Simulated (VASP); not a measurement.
Write the native input for VASP 6.6.1 that does the following.

```yaml
Task: electric field gradients
Functional: LDA
Potentials_or_basis: VASP PAW LDA potentials, release 64 (Pb_d)
Cutoff: 520 eV
k_mesh: 8 × 8 × 8
Occupations: fermi-dirac, width 0.05 eV
Spin: no spin polarisation
Dipole_correction: no
Further_INCAR_settings: ALGO = Normal; EDIFF = 1e-08; NBANDS = 21
```

The structure of Pb lies in POSCAR:

```
Pb
1.0
    0.0000000000      3.4390000555      3.4390000555
    3.4390000555      0.0000000000      3.4390000555
    3.4390000555      3.4390000555      0.0000000000
Pb
2
Direct
    0.0000000000      0.0000000000      0.0000000000
    0.2500000000      0.2500000000      0.2500000000
```

The input as run:

INCAR

```
PREC = Accurate
ENCUT = 520
EDIFF = 1E-8
ISMEAR = -1
SIGMA = 0.05
LREAL = F
LASPH = T
NELM = 60
ALGO = Normal
ISIF = 2
LWAVE = F
LCHARG = F
LEFG = T
NBANDS = 21
```

KPOINTS

```
regular mesh
0
Gamma
  8 8 8
```

Potentials or basis: VASP PAW LDA potentials, release 64 (Pb_d).

Launch:

```bash
$ cat potpaw_LDA.64/Pb_d/POTCAR > POTCAR
$ mpirun -np 1 vasp_std > vasp.out
```

Results of the run:

```json
{
  "Pressure": "-0.7 GPa",
  "Band gap on the k mesh": "zero (band 14 reaches 4.45 eV, above the bottom of band 15 at 3.30 eV)"
}
```

Caveat: without QUAD_EFG the Cq values of the log hold for a quadrupole moment of 1 mb, not for the nuclei; spin-orbit coupling is left out, which moves the levels of the heavy elements.

Run time: 25 s on 1 thread of AMD EPYC 9R45 96-Core Processor (Zen 5), with other jobs on the host, peak memory 0.16 GiB.
